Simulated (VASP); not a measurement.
# H4C7BrN in VASP: single point with r2SCAN

Aim: the single point of H4C7BrN with r2SCAN.

Everything below comes from runs of VASP 6.6.1. Logs are shortened: lines on timing, memory, paths and dates and some standing lists are left out, and cuts for length are marked.

## Step 1: The cell of the first run

The cell holds a slab with vacuum, 13 atoms: a = 4.154 Å, b = 6.328 Å, c = 16.701 Å, α = 90.00°, β = 90.00°, γ = 87.02°.

## Step 2: Single point, r2SCAN

Input file POSCAR:

```
H4C7BrN
1.0
   -4.1535750000      0.0000000000      0.0000000000
   -0.3295260000      6.3196370000      0.0000000000
    0.0000000000      0.0000000000    -16.7007290000
Br N C H
1 1 7 4
Direct
    0.4344630000      0.8639210000      0.8132650000
    0.2288040000      0.5289660000      0.6825510000
    0.9577430000      0.3327610000      0.9841730000
    0.8592710000      0.0660050000      0.6223920000
    0.8710480000      0.3837690000      0.9056110000
    0.6967760000      0.9830250000      0.9678710000
    0.7081430000      0.2435690000      0.8529010000
    0.6323480000      0.0598780000      0.8907490000
    0.0749490000      0.3967270000      0.6431870000
    0.9325470000      0.0054830000      0.6867480000
    0.9568630000      0.5466010000      0.8855020000
    0.6338920000      0.8267510000      0.9871220000
    0.6482560000      0.3144300000      0.7875780000
```

Input file INCAR.step1:

```
PREC = Accurate
ENCUT = 520
ISMEAR = -1
SIGMA = 0.1
LREAL = F
LASPH = T
NELM = 100
NBANDS = 34
GGA = PE
ALGO = Normal
EDIFF = 1E-4
LWAVE = T
LCHARG = F
```

Input file INCAR.step2:

```
PREC = Accurate
ENCUT = 520
EDIFF = 1E-6
ISMEAR = -1
SIGMA = 0.1
LREAL = F
LASPH = T
NELM = 100
ALGO = Normal
ISIF = 2
LWAVE = F
LCHARG = F
METAGGA = R2SCAN
LMIXTAU = T
NBANDS = 34
ISTART = 1
```

Input file KPOINTS:

```
Automatic mesh
0
Gamma
  4 3 1
  0.5 0.5 0
```

Potentials or basis: VASP PAW PBE potentials, release 64 (Br, N, C, H).

On the command line:

```sh
$ cat potpaw_PBE.64/Br/POTCAR potpaw_PBE.64/N/POTCAR potpaw_PBE.64/C/POTCAR potpaw_PBE.64/H/POTCAR > POTCAR
$ cp INCAR.step1 INCAR
$ mpirun -np 1 vasp_std > vasp.out
$ cp INCAR.step2 INCAR
$ mpirun -np 1 vasp_std > vasp.out
```

OUTCAR:

```text
PREC = Accurate
   ENCUT = 520
   EDIFF = 1E-6
   ISMEAR = -1
   LREAL = F
   LASPH = T
   NELM = 100
   ISIF = 2
   METAGGA = R2SCAN
   ISTART = 1

 ion  position               nearest neighbor table
   1  0.434  0.864  0.813-   8 2.00
   2  0.229  0.529  0.683-   9 1.26
   3  0.958  0.333  0.984-   5 1.39
   4  0.859  0.066  0.622-  10 1.18
   5  0.871  0.384  0.906-  11 1.16   3 1.39   7 1.44
   6  0.697  0.983  0.968-  12 1.08   8 1.40
   7  0.708  0.244  0.853-  13 1.20   8 1.37   5 1.44
   8  0.632  0.060  0.891-   7 1.37   6 1.40   1 2.00
   9  0.075  0.397  0.643-   2 1.26
  10  0.933  0.005  0.687-   4 1.18
  11  0.957  0.547  0.886-   5 1.16
  12  0.634  0.827  0.987-   6 1.08
  13  0.648  0.314  0.788-   7 1.20

  LATTYP: Found a simple monoclinic cell.
 ALAT       =     4.1535750000
 B/A-ratio  =     4.0208083398
 C/A-ratio  =     1.5235604114
 COS(beta)  =    -0.0520724427

  Lattice vectors:

 A1 = (  -4.1535750000,   0.0000000000,   0.0000000000)
 A2 = (   0.0000000000,   0.0000000000, -16.7007290000)
 A3 = (   0.3295260000,  -6.3196370000,   0.0000000000)

Analysis of symmetry for initial positions (statically):
=====================================================================
 Subroutine PRICEL returns:
 Original cell was already a primitive cell.

 Routine SETGRP: Setting up the symmetry group for a
 simple monoclinic supercell.

 Subroutine GETGRP returns: Found  1 space group operations
 (whereof  1 operations were pure point group operations)
 out of a pool of  4 trial point group operations.

The static configuration has the point symmetry C_1 .

Analysis of symmetry for dynamics (positions and initial velocities):
=====================================================================
 Subroutine PRICEL returns:
 Original cell was already a primitive cell.

 Routine SETGRP: Setting up the symmetry group for a
 simple monoclinic supercell.

 Subroutine GETGRP returns: Found  1 space group operations
 (whereof  1 operations were pure point group operations)
 out of a pool of  4 trial point group operations.

The dynamic configuration has the point symmetry C_1 .

 Subroutine INISYM returns: Found  1 space group operations
 (whereof  1 operations are pure point group operations),
 and found     1 'primitive' translations

----------------------------------------------------------------------------------------

                                     Primitive cell

  volume of cell :     438.3789

  direct lattice vectors                    reciprocal lattice vectors
    -4.153575000  0.000000000  0.000000000    -0.240756457 -0.012553808  0.000000000
    -0.329526000  6.319637000  0.000000000     0.000000000  0.158236937  0.000000000
     0.000000000  0.000000000-16.700729000     0.000000000  0.000000000 -0.059877626

  length of vectors
     4.153575000  6.328222436 16.700729000     0.241083532  0.158236937  0.059877626

  position of ions in fractional coordinates (direct lattice)
     0.434463000  0.863921000  0.813265000
     0.228804000  0.528966000  0.682551000
     0.957743000  0.332761000  0.984173000
     0.859271000  0.066005000  0.622392000
     0.871048000  0.383769000  0.905611000
     0.696776000  0.983025000  0.967871000
     0.708143000  0.243569000  0.852901000
     0.632348000  0.059878000  0.890749000
     0.074949000  0.396727000  0.643187000
     0.932547000  0.005483000  0.686748000
     0.956863000  0.546601000  0.885502000
     0.633892000  0.826751000  0.987122000
     0.648256000  0.314430000  0.787578000

  ion indices of the primitive-cell ions
   primitive index   ion index
                 1           1
                 2           2
                 3           3
                 4           4
                 5           5
                 6           6
                 7           7
                 8           8
                 9           9
                10          10
                11          11
                12          12
                13          13

----------------------------------------------------------------------------------------

 KPOINTS: Automatic mesh

Automatic generation of k-mesh.
 Grid dimensions read from file:
 generate k-points for:    4    3    1

 Generating k-lattice:

  Cartesian coordinates                     Fractional coordinates (reciprocal lattice)
    -0.060189114 -0.003138452  0.000000000     0.250000000  0.000000000  0.000000000
     0.000000000  0.052745646  0.000000000     0.000000000  0.333333333  0.000000000
     0.000000000  0.000000000 -0.059877626     0.000000000  0.000000000  1.000000000

  Length of vectors
     0.060270883  0.052745646  0.059877626

  Shift w.r.t. Gamma in fractional coordinates (k-lattice)
     0.500000000  0.500000000  0.000000000

 Subroutine IBZKPT returns following result:
 ===========================================

 Found      6 irreducible k-points:

 Following reciprocal coordinates:
            Coordinates               Weight
  0.125000  0.166667  0.000000      2.000000
  0.375000  0.166667  0.000000      2.000000
 -0.375000  0.166667  0.000000      2.000000
 -0.125000  0.166667  0.000000      2.000000
  0.125000  0.500000  0.000000      2.000000
  0.375000  0.500000  0.000000      2.000000
   k-points           NKPTS =      6   k-points in BZ     NKDIM =      6   number of bands    NBANDS=     34
   number of dos      NEDOS =    301   number of ions     NIONS =     13
   total plane-waves  NPLWV = 193536
   dimension x,y,z NGX =    32 NGY =   48 NGZ =  126
   dimension x,y,z NGXF=    64 NGYF=   96 NGZF=  252
   ions per type =               1   1   7   4
   NGX,Y,Z   is equivalent  to a cutoff of  12.81, 12.61, 12.54 a.u.
   NGXF,Y,Z  is equivalent  to a cutoff of  25.62, 25.22, 25.09 a.u.
 SYSTEM =  unknown system
   PREC   = accura    normal or accurate (medium, high low for compatibility)
   ISTART =      1    job   : 0-new  1-cont  2-samecut
   ICHARG =      0    charge: 1-file 2-atom 10-const
   ISPIN  =      1    spin polarized calculation?
   LNONCOLLINEAR =      F non collinear calculations
   LSORBIT =      F    spin-orbit coupling
   LASPH  =      T    aspherical Exc in radial PAW
   ENCUT  =  520.0 eV  38.22 Ry    6.18 a.u.   7.72 11.77 31.05*2*pi/ulx,y,z
   NELM   =    100;   NELMIN=  2; NELMDL=  0     # of ELM steps
   EDIFF  = 0.1E-05   stopping-criterion for ELM
   LREAL  =      F    real-space projection
   EDIFFG = 0.1E-04   stopping-criterion for IOM
   NSW    =      0    number of steps for IOM
   IBRION =     -1    ionic relax: 0-MD 1-quasi-New 2-CG
   NFREE  =      0    steps in history (QN), initial steepest desc. (CG)
   ISIF   =      2    stress and relaxation
   ISYM   =      2    0-nonsym 1-usesym 2-fastsym
   POTIM  = 0.5000    time-step for ionic-motion
   TEBEG  =    0.0;   TEEND  =   0.0 temperature during run
   PSTRESS=    0.0 pullay stress
   NELECT =      44.0000    total number of electrons
   NUPDOWN=      -1.0000    fix difference up-down
   EMIN   =  10.00;   EMAX   =-10.00  energy-range for DOS
   EFERMI =   0.00;   METHOD = LEGACY
   ISMEAR =    -1;   SIGMA  =   0.10  broadening in eV -4-tet -1-fermi 0-gaus
   EFERMI_NEDOS =   21; number of points for ismear=-14 and -15
   IALGO  =     38    algorithm
   IMIX   =      4    mixing-type and parameters
     AMIX     =   0.40;   BMIX     =  1.00
     AMIX_MAG =   1.60;   BMIX_MAG =  1.00
  volume/ion in A,a.u.               =      33.72       227.56
  Fermi-wavevector in a.u.,A,eV,Ry     =   0.760809  1.437721  7.875472  0.578831
  Thomas-Fermi vector in A             =   1.859910
   LORBIT       =      0    0 simple, 1 ext, 2 COOP (PROOUT), +10 PAW based schemes
   METAGGA = R2SCAN    functional components
   LHFCALC =     F    Hartree Fock is set to
   AEXX    =    0.0000 exact exchange contribution
   IVDW    =     0    specifies the selected vdW correction
   LEPSILON=     F    determine dielectric tensor
   LRPA    =     F    only Hartree local field effects (RPA)
 non-spin polarized calculation
  energy-cutoff  :      520.00
  volume of cell :      438.38
 maximum number of plane-waves:     11814
   NGX = 15   NGY = 23   NGZ = 63

 number of electron      43.9999999 magnetization

 Free energy of the ion-electron system (eV)
  ---------------------------------------------------
  ext. energy  EPLUGINS =         0.00000000
  ---------------------------------------------------
  free energy    TOTEN  =       -87.87747459 eV

  energy without entropy =      -87.79050803  energy(sigma->0) =      -87.83399131

 E-fermi :  -4.3602     XC(G=0):  -3.9759

 val. band max:       -4.5849490472   @ k =   0.1250   0.5000   0.0000
 cond. band min:      -4.1567168499   @ k =  -0.3750   0.1667   0.0000
 fundamental gap:      0.4282321973
 Fermi energy:        -4.3601753829

 k-point     1 :       0.1250    0.1667    0.0000
  band No.  band energies     occupation
      1     -21.7614      2.00000
      2     -20.9183      2.00000
      3     -19.7479      2.00000
      4     -17.8765      2.00000
      5     -16.8765      2.00000
      6     -15.5571      2.00000
[... 26 lines left out ...]
     33       2.8006      0.00000
     34       2.9145      0.00000

 k-point     2 :       0.3750    0.1667    0.0000
  band No.  band energies     occupation
      1     -21.6784      2.00000
      2     -20.8966      2.00000
      3     -19.7299      2.00000
      4     -17.8881      2.00000
      5     -16.8557      2.00000
      6     -15.5138      2.00000
[... 26 lines left out ...]
     33       3.0714      0.00000
     34       3.4801      0.00000

 k-point     3 :      -0.3750    0.1667    0.0000
  band No.  band energies     occupation
      1     -21.6811      2.00000
      2     -20.8961      2.00000
      3     -19.7164      2.00000
      4     -17.9043      2.00000
      5     -16.8601      2.00000
      6     -15.5137      2.00000
[... 26 lines left out ...]
     33       3.1339      0.00000
     34       3.5263      0.00000

 k-point     4 :      -0.1250    0.1667    0.0000
  band No.  band energies     occupation
      1     -21.7638      2.00000
      2     -20.9178      2.00000
      3     -19.7355      2.00000
      4     -17.8912      2.00000
      5     -16.8813      2.00000
      6     -15.5570      2.00000
[... 26 lines left out ...]
     33       2.7650      0.00000
     34       2.9914      0.00000

 k-point     5 :       0.1250    0.5000    0.0000
  band No.  band energies     occupation
      1     -21.7401      2.00000
      2     -20.9179      2.00000
      3     -19.8065      2.00000
      4     -17.8705      2.00000
      5     -16.8403      2.00000
      6     -15.5665      2.00000
[... 26 lines left out ...]
     33       2.8389      0.00000
     34       3.0223      0.00000

 k-point     6 :       0.3750    0.5000    0.0000
  band No.  band energies     occupation
      1     -21.6633      2.00000
      2     -20.8955      2.00000
      3     -19.7618      2.00000
      4     -17.9090      2.00000
      5     -16.8267      2.00000
      6     -15.5208      2.00000
[... 26 lines left out ...]
     33       3.2923      0.00000
     34       3.4779      0.00000

------------------------ aborting loop because EDIFF is reached ----------------------------------------

  FORCE on cell =-STRESS in cart. coord.  units (eV):
  Direction    XX          YY          ZZ          XY          YZ          ZX
  --------------------------------------------------------------------------------------
  -------------------------------------------------------------------------------------
  Total       -5.4167199    -14.7658517    -14.0281591      5.7798180     -1.3551196     -4.5730627
  in kB      -19.7969069    -53.9659053    -51.2698027     21.1239499     -4.9526609    -16.7135275
  external PRESSURE =     -41.6775383 kB  Pullay stress =       0.0000000 kB

 VOLUME and BASIS-vectors are now :
 -----------------------------------------------------------------------------
  energy-cutoff  :      520.00
  volume of cell :      438.38
      direct lattice vectors                 reciprocal lattice vectors
    -4.153575000  0.000000000  0.000000000    -0.240756457 -0.012553808  0.000000000
    -0.329526000  6.319637000  0.000000000     0.000000000  0.158236937  0.000000000
     0.000000000  0.000000000-16.700729000     0.000000000  0.000000000 -0.059877626

 POSITION                                       TOTAL-FORCE (eV/Angst)
 -----------------------------------------------------------------------------------
     -2.08926      5.45967    -13.58212         0.089422      0.010600      0.164036
     -1.12466      3.34287    -11.39910         4.177089     -4.908282      4.084126
     -4.08771      2.10293    -16.43641         0.728740     -0.424497      1.429471
     -3.59080      0.41713    -10.39440        -1.120695      1.705591     -1.184219
     -3.74443      2.42528    -15.12436        -0.799299      0.618187     -0.431895
     -3.21804      6.21236    -16.16415        -0.359696      3.019096      2.939952
     -3.02159      1.53927    -14.24407        -1.100904      3.794102      0.302432
     -2.64624      0.37841    -14.87616         0.945560     -3.644159     -1.320079
     -0.44204      2.50717    -10.74169        -3.143537      2.350091     -4.147955
     -3.87521      0.03465    -11.46919         0.115329      0.695964      1.070655
     -4.15452      3.45432    -14.78853         0.731787     -1.576545     -0.271479
     -2.90535      5.22477    -16.48566         0.007374      0.025920     -0.232272
     -2.79619      1.98708    -13.15313        -0.271170     -1.666068     -2.402773
 -----------------------------------------------------------------------------------
    total drift:                               -0.000485     -0.000554      0.000109

  FREE ENERGIE OF THE ION-ELECTRON SYSTEM (eV)
  ---------------------------------------------------
  free  energy   TOTEN  =       -87.8774745909 eV

  energy  without entropy=      -87.7905080308  energy(sigma->0) =      -87.83399131
```

Run time: 12 min. Hardware: 1 thread of Intel Xeon 8259CL, shared host; peak memory 0.55 GiB.

Results:

```
Free energy            : -87.8775 eV
Largest force          : 7.630 eV/Å
Band gap on the k mesh : 0.43 eV (least direct gap 0.52 eV)
```

Forces on the atoms (eV/Å):
```
Br   0.089  0.011  0.164
N    4.177 -4.908  4.084
C    0.729 -0.424  1.429
C   -1.121  1.706 -1.184
C   -0.799  0.618 -0.432
C   -0.360  3.019  2.940
C   -1.101  3.794  0.302
C    0.946 -3.644 -1.320
C   -3.144  2.350 -4.148
H    0.115  0.696  1.071
H    0.732 -1.577 -0.271
H    0.007  0.026 -0.232
H   -0.271 -1.666 -2.403
```

Levels at points of the mesh, in eV from the valence-band top:
| k point | band 19 | band 20 | band 21 | band 22 | band 23 | band 24 | band 25 | band 26 |
| --- | --- | --- | --- | --- | --- | --- | --- | --- |
| (0.12, 0.17, 0.00) | -1.55 | -1.36 | -0.77 | -0.04 | 0.70 | 1.06 | 1.94 | 2.90 |

Caveat: there is no dipole correction, which matters where the two faces differ; semilocal functionals underestimate gaps, and a narrow one can read as zero; the PAW data sets were made with another functional, which shifts forces and pressure a little.
